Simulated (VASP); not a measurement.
# ZrAl3B3N (Pm-3m) in VASP: notebook

ZrAl3B3N is run at these levels: PBE; tasks: single point.

Program: VASP 6.6.1. These are calculated values, not measurements. Logs are shortened: lines on timing, memory, paths and dates and some standing lists are left out, and cuts for length are marked.

## 1. The cell of the first run

The structure is cubic, space group Pm-3m (No. 221). The conventional cell has a = 4.553 Å, b = 4.553 Å, c = 4.553 Å, α = 90.00°, β = 90.00°, γ = 90.00°. Zr (site symmetry m-3m) has 6 B at 2.28 Å within 3.0 Å. Al (site symmetry 4/mmm) has 4 B at 2.28 Å and 2 N at 2.28 Å within 3.0 Å. B (site symmetry 4/mmm) has 2 Zr at 2.28 Å and 4 Al at 2.28 Å within 3.0 Å. N (site symmetry m-3m) has 6 Al at 2.28 Å within 3.0 Å.

## 2. Single point, PBE

The input, INCAR:

```
ALGO     = Normal         # electronic algorithm
EDIFF    = 1E-6           # SCF threshold, eV
ENCUT    = 520            # plane-wave cutoff, eV
GGA      = PE             # functional
ISIF     = 2              # what is computed and relaxed
ISMEAR   = 0              # smearing method
LASPH    = T              # aspherical terms in the spheres
LCHARG   = F              # write CHGCAR
LREAL    = F              # projectors in reciprocal space
LWAVE    = F              # write WAVECAR
NBANDS   = 28             # bands
NELM     = 60             # most SCF steps
PREC     = Accurate       # precision mode
SIGMA    = 0.15           # smearing width, eV
```

The input, KPOINTS:

```
k-points
0
Gamma
  3 3 3
```

The input, POSCAR:

```
ZrAl3B3N
1.0
    4.5532554086      0.0000000000      0.0000000000
    0.0000000000      4.5532554086      0.0000000000
    0.0000000000      0.0000000000      4.5532554086
Zr Al B N
1 3 3 1
Direct
    0.0000000000      0.0000000000      0.0000000000
    0.0000000000      0.5000000000      0.5000000000
    0.5000000000      0.0000000000      0.5000000000
    0.5000000000      0.5000000000      0.0000000000
    0.5000000000      0.0000000000      0.0000000000
    0.0000000000      0.5000000000      0.0000000000
    0.0000000000      0.0000000000      0.5000000000
    0.5000000000      0.5000000000      0.5000000000
```

Potentials or basis: VASP PAW PBE potentials, release 64 (Zr_sv, Al, B, N).

Started as:

```bash
$ cat potpaw_PBE.64/Zr_sv/POTCAR potpaw_PBE.64/Al/POTCAR potpaw_PBE.64/B/POTCAR potpaw_PBE.64/N/POTCAR > POTCAR
$ mpirun -np 1 vasp_std > vasp.out
```

OUTCAR:

```text
EDIFF = 1E-6
   ENCUT = 520
   GGA = PE
   ISIF = 2
   ISMEAR = 0
   LASPH = T
   LREAL = F
   NELM = 60
   PREC = Accurate

 ion  position               nearest neighbor table
   1  0.000  0.000  0.000-   5 2.28   6 2.28   7 2.28   7 2.28   6 2.28   5 2.28   2 3.22   3 3.22
                             2 3.22   2 3.22   4 3.22   3 3.22   2 3.22   3 3.22   4 3.22   4 3.22
   2  0.000  0.500  0.500-   6 2.28   7 2.28   8 2.28   6 2.28   7 2.28   8 2.28   1 3.22   4 3.22
                             1 3.22   1 3.22   3 3.22   3 3.22   1 3.22   3 3.22   4 3.22   4 3.22
   3  0.500  0.000  0.500-   5 2.28   7 2.28   8 2.28   5 2.28   8 2.28   7 2.28   1 3.22   4 3.22
                             1 3.22   2 3.22   4 3.22   2 3.22   4 3.22   1 3.22   2 3.22   4 3.22
   4  0.500  0.500  0.000-   5 2.28   6 2.28   8 2.28   8 2.28   5 2.28   6 2.28   2 3.22   3 3.22
                             1 3.22   1 3.22   3 3.22   2 3.22   3 3.22   1 3.22   2 3.22   3 3.22
   5  0.500  0.000  0.000-   1 2.28   3 2.28   4 2.28   3 2.28   4 2.28   1 2.28
   6  0.000  0.500  0.000-   1 2.28   2 2.28   4 2.28   2 2.28   1 2.28   4 2.28
   7  0.000  0.000  0.500-   1 2.28   2 2.28   3 2.28   1 2.28   2 2.28   3 2.28
   8  0.500  0.500  0.500-   2 2.28   3 2.28   4 2.28   4 2.28   3 2.28   2 2.28

  LATTYP: Found a simple cubic cell.
 ALAT       =     4.5532554086

  Lattice vectors:

 A1 = (   4.5532554086,   0.0000000000,   0.0000000000)
 A2 = (   0.0000000000,   4.5532554086,   0.0000000000)
 A3 = (   0.0000000000,   0.0000000000,   4.5532554086)

Analysis of symmetry for initial positions (statically):
=====================================================================
 Subroutine PRICEL returns:
 Original cell was already a primitive cell.

 Routine SETGRP: Setting up the symmetry group for a
 simple cubic supercell.

 Subroutine GETGRP returns: Found 48 space group operations
 (whereof 48 operations were pure point group operations)
 out of a pool of 48 trial point group operations.

The static configuration has the point symmetry O_h .

Analysis of symmetry for dynamics (positions and initial velocities):
=====================================================================
 Subroutine PRICEL returns:
 Original cell was already a primitive cell.

 Routine SETGRP: Setting up the symmetry group for a
 simple cubic supercell.

 Subroutine GETGRP returns: Found 48 space group operations
 (whereof 48 operations were pure point group operations)
 out of a pool of 48 trial point group operations.

The dynamic configuration has the point symmetry O_h .

 Subroutine INISYM returns: Found 48 space group operations
 (whereof 48 operations are pure point group operations),
 and found     1 'primitive' translations

----------------------------------------------------------------------------------------

                                     Primitive cell

  volume of cell :      94.3987

  direct lattice vectors                    reciprocal lattice vectors
     4.553255409  0.000000000  0.000000000     0.219623085  0.000000000  0.000000000
     0.000000000  4.553255409  0.000000000     0.000000000  0.219623085  0.000000000
     0.000000000  0.000000000  4.553255409     0.000000000  0.000000000  0.219623085

  length of vectors
     4.553255409  4.553255409  4.553255409     0.219623085  0.219623085  0.219623085

  position of ions in fractional coordinates (direct lattice)
     0.000000000  0.000000000  0.000000000
     0.000000000  0.500000000  0.500000000
     0.500000000  0.000000000  0.500000000
     0.500000000  0.500000000  0.000000000
     0.500000000  0.000000000  0.000000000
     0.000000000  0.500000000  0.000000000
     0.000000000  0.000000000  0.500000000
     0.500000000  0.500000000  0.500000000

  ion indices of the primitive-cell ions
   primitive index   ion index
                 1           1
                 2           2
                 3           3
                 4           4
                 5           5
                 6           6
                 7           7
                 8           8

----------------------------------------------------------------------------------------

 KPOINTS: k-points

Automatic generation of k-mesh.
 Grid dimensions read from file:
 generate k-points for:    3    3    3

 Generating k-lattice:

  Cartesian coordinates                     Fractional coordinates (reciprocal lattice)
     0.073207695  0.000000000  0.000000000     0.333333333  0.000000000  0.000000000
     0.000000000  0.073207695  0.000000000     0.000000000  0.333333333  0.000000000
     0.000000000  0.000000000  0.073207695     0.000000000  0.000000000  0.333333333

  Length of vectors
     0.073207695  0.073207695  0.073207695

  Shift w.r.t. Gamma in fractional coordinates (k-lattice)
     0.000000000  0.000000000  0.000000000

 Subroutine IBZKPT returns following result:
 ===========================================

 Found      4 irreducible k-points:

 Following reciprocal coordinates:
            Coordinates               Weight
  0.000000  0.000000  0.000000      1.000000
  0.333333  0.000000  0.000000      6.000000
  0.333333  0.333333  0.000000     12.000000
  0.333333  0.333333  0.333333      8.000000
   k-points           NKPTS =      4   k-points in BZ     NKDIM =      4   number of bands    NBANDS=     28
   number of dos      NEDOS =    301   number of ions     NIONS =      8
   total plane-waves  NPLWV =  46656
   dimension x,y,z NGX =    36 NGY =   36 NGZ =   36
   dimension x,y,z NGXF=    72 NGYF=   72 NGZF=   72
   ions per type =               1   3   3   1
   NGX,Y,Z   is equivalent  to a cutoff of  13.14, 13.14, 13.14 a.u.
   NGXF,Y,Z  is equivalent  to a cutoff of  26.29, 26.29, 26.29 a.u.
 SYSTEM =  unknown system
   PREC   = accura    normal or accurate (medium, high low for compatibility)
   ISTART =      0    job   : 0-new  1-cont  2-samecut
   ICHARG =      2    charge: 1-file 2-atom 10-const
   ISPIN  =      1    spin polarized calculation?
   LNONCOLLINEAR =      F non collinear calculations
   LSORBIT =      F    spin-orbit coupling
   LASPH  =      T    aspherical Exc in radial PAW
   ENCUT  =  520.0 eV  38.22 Ry    6.18 a.u.   8.47  8.47  8.47*2*pi/ulx,y,z
   NELM   =     60;   NELMIN=  2; NELMDL= -5     # of ELM steps
   EDIFF  = 0.1E-05   stopping-criterion for ELM
   LREAL  =      F    real-space projection
   EDIFFG = 0.1E-04   stopping-criterion for IOM
   NSW    =      0    number of steps for IOM
   IBRION =     -1    ionic relax: 0-MD 1-quasi-New 2-CG
   NFREE  =      0    steps in history (QN), initial steepest desc. (CG)
   ISIF   =      2    stress and relaxation
   ISYM   =      2    0-nonsym 1-usesym 2-fastsym
   POTIM  = 0.5000    time-step for ionic-motion
   TEBEG  =    0.0;   TEEND  =   0.0 temperature during run
   PSTRESS=    0.0 pullay stress
   NELECT =      35.0000    total number of electrons
   NUPDOWN=      -1.0000    fix difference up-down
   EMIN   =  10.00;   EMAX   =-10.00  energy-range for DOS
   EFERMI =   0.00;   METHOD = LEGACY
   ISMEAR =     0;   SIGMA  =   0.15  broadening in eV -4-tet -1-fermi 0-gaus
   EFERMI_NEDOS =   21; number of points for ismear=-14 and -15
   IALGO  =     38    algorithm
   IMIX   =      4    mixing-type and parameters
     AMIX     =   0.40;   BMIX     =  1.00
     AMIX_MAG =   1.60;   BMIX_MAG =  1.00
  volume/ion in A,a.u.               =      11.80        79.63
  Fermi-wavevector in a.u.,A,eV,Ry     =   1.176094  2.222496 18.819551  1.383198
  Thomas-Fermi vector in A             =   2.312464
   LORBIT       =      0    0 simple, 1 ext, 2 COOP (PROOUT), +10 PAW based schemes
   GGA     = PE    functional components
   LHFCALC =     F    Hartree Fock is set to
   AEXX    =    0.0000 exact exchange contribution
   IVDW    =     0    specifies the selected vdW correction
   LEPSILON=     F    determine dielectric tensor
   LRPA    =     F    only Hartree local field effects (RPA)
 non-spin polarized calculation
 Gauss-broadening in eV      SIGMA  =   0.15
  energy-cutoff  :      520.00
  volume of cell :       94.40
 maximum number of plane-waves:      2562
 NGX is ok and might be reduce to    36
   NGX = 17   NGY = 17   NGZ = 17

 number of electron      35.0000000 magnetization

 Free energy of the ion-electron system (eV)
  ---------------------------------------------------
  ext. energy  EPLUGINS =         0.00000000
  ---------------------------------------------------
  free energy    TOTEN  =       -47.04530807 eV

  energy without entropy =      -47.02715844  energy(sigma->0) =      -47.03623326

 E-fermi :   7.5889     XC(G=0): -11.1989

 val. band max:        7.3420938469   @ k =   0.3333   0.3333   0.0000
 cond. band min:       7.6538512286   @ k =   0.3333   0.0000   0.0000
 fundamental gap:      0.3117573817
 Fermi energy:         7.5889274864

 k-point     1 :       0.0000    0.0000    0.0000
  band No.  band energies     occupation
      1     -40.1753      2.00000
      2     -18.4214      2.00000
      3     -18.4214      2.00000
      4     -18.4214      2.00000
      5      -5.9206      2.00000
      6      -1.4749      2.00000
[... 20 lines left out ...]
     27      14.1916      0.00000
     28      14.1916      0.00000

 k-point     2 :       0.3333    0.0000    0.0000
  band No.  band energies     occupation
      1     -40.1753      2.00000
      2     -18.4342      2.00000
      3     -18.4193      2.00000
      4     -18.4193      2.00000
      5      -5.6532      2.00000
      6      -1.7861      2.00000
[... 20 lines left out ...]
     27      14.1120      0.00000
     28      14.3220      0.00000

 k-point     3 :       0.3333    0.3333    0.0000
  band No.  band energies     occupation
      1     -40.1753      2.00000
      2     -18.4316      2.00000
      3     -18.4311      2.00000
      4     -18.4172      2.00000
      5      -5.4720      2.00000
      6      -1.3010      2.00000
[... 20 lines left out ...]
     27      14.9648      0.00000
     28      15.1252      0.00000

 k-point     4 :       0.3333    0.3333    0.3333
  band No.  band energies     occupation
      1     -40.1753      2.00000
      2     -18.4291      2.00000
      3     -18.4284      2.00000
      4     -18.4284      2.00000
      5      -5.3202      2.00000
      6      -0.7251      2.00000
[... 20 lines left out ...]
     27      15.9921      0.00000
     28      15.9936      0.00000

------------------------ aborting loop because EDIFF is reached ----------------------------------------

  FORCE on cell =-STRESS in cart. coord.  units (eV):
  Direction    XX          YY          ZZ          XY          YZ          ZX
  --------------------------------------------------------------------------------------
  -------------------------------------------------------------------------------------
  Total       -0.1694574     -0.1694574     -0.1694574     -0.0000000      0.0000000      0.0000000
  in kB       -2.8761072     -2.8761072     -2.8761072     -0.0000000      0.0000000      0.0000000
  external PRESSURE =      -2.8761072 kB  Pullay stress =       0.0000000 kB

 VOLUME and BASIS-vectors are now :
 -----------------------------------------------------------------------------
  energy-cutoff  :      520.00
  volume of cell :       94.40
      direct lattice vectors                 reciprocal lattice vectors
     4.553255409  0.000000000  0.000000000     0.219623085  0.000000000  0.000000000
     0.000000000  4.553255409  0.000000000     0.000000000  0.219623085  0.000000000
     0.000000000  0.000000000  4.553255409     0.000000000  0.000000000  0.219623085

 POSITION                                       TOTAL-FORCE (eV/Angst)
 -----------------------------------------------------------------------------------
      0.00000      0.00000      0.00000         0.000000      0.000000      0.000000
      0.00000      2.27663      2.27663         0.000000      0.000000      0.000000
      2.27663      0.00000      2.27663         0.000000      0.000000      0.000000
      2.27663      2.27663      0.00000         0.000000      0.000000      0.000000
      2.27663      0.00000      0.00000         0.000000      0.000000      0.000000
      0.00000      2.27663      0.00000         0.000000      0.000000      0.000000
      0.00000      0.00000      2.27663         0.000000      0.000000      0.000000
      2.27663      2.27663      2.27663         0.000000      0.000000      0.000000
 -----------------------------------------------------------------------------------
    total drift:                                0.000000      0.000000     -0.000000

  FREE ENERGIE OF THE ION-ELECTRON SYSTEM (eV)
  ---------------------------------------------------
  free  energy   TOTEN  =       -47.0453080745 eV

  energy  without entropy=      -47.0271584382  energy(sigma->0) =      -47.03623326
```

Run time: 15 s. Hardware: 1 thread of Intel Xeon Platinum 8259CL at 2.50GHz (Skylake/Cascade Lake), shared host; peak memory 0.2 GiB.

Results:

```
Free energy : -47.0453 eV
Pressure    : -0.3 GPa
```

Levels at points of the mesh, in eV from the Fermi level:
| k point | band 15 | band 16 | band 17 | band 18 | band 19 | band 20 |
| --- | --- | --- | --- | --- | --- | --- |
| (0.00, 0.00, 0.00) | -0.35 | -0.35 | -0.35 | 0.77 | 0.77 | 0.77 |

Caveat: the k points lie up to 0.46 Å⁻¹ apart.

## 3. Single point, PBE

The input, INCAR:

```
SYSTEM = ZrAl3B3N
  PREC = Accurate
  ENCUT = 520
  EDIFF = 1E-7
  ISMEAR = 0
  SIGMA = 0.15
  LREAL = .False.
  LASPH = .True.
  NELM = 60
  ALGO = Normal
  ISIF = 2
  LWAVE = .False.
  LCHARG = .True.
  GGA = PE
  LELF = .True.
  LVHAR = .True.
  NBANDS = 28
```

The input, KPOINTS:

```
Automatic mesh
0
Gamma
  3 3 3
  0 0 0
```

The input, POSCAR:

```
ZrAl3B3N
1.0
    4.5524551044      0.0000000000      0.0000000000
    0.0000000000      4.5524551044      0.0000000000
    0.0000000000      0.0000000000      4.5524551044
Zr Al B N
1 3 3 1
Direct
    0.5000000000      0.5000000000      0.5000000000
    0.5000000000      0.0000000000      0.0000000000
    0.0000000000      0.5000000000      0.0000000000
    0.0000000000      0.0000000000      0.5000000000
    0.0000000000      0.5000000000      0.5000000000
    0.5000000000      0.0000000000      0.5000000000
    0.5000000000      0.5000000000      0.0000000000
    0.0000000000      0.0000000000      0.0000000000
```

Potentials or basis: VASP PAW PBE potentials, release 64 (Zr_sv, Al, B, N).

Started as:

```bash
$ cat potpaw_PBE.64/Zr_sv/POTCAR potpaw_PBE.64/Al/POTCAR potpaw_PBE.64/B/POTCAR potpaw_PBE.64/N/POTCAR > POTCAR
$ mpirun -np 1 vasp_std > vasp.out
```

Wall time 18 s (1 thread of Intel Xeon Platinum 8259CL at 2.50GHz (Skylake/Cascade Lake), shared host); peak memory 0.2 GiB.

It converged, with:

- Free energy: -47.0453 eV
- Pressure: -0.2 GPa

Levels at points of the mesh, in eV from the Fermi level:
```csv
k point,band 15,band 16,band 17,band 18,band 19,band 20
"(0.00, 0.00, 0.00)",-0.35,-0.35,-0.35,0.77,0.77,0.77
```

Caveat: the k points lie up to 0.46 Å⁻¹ apart.
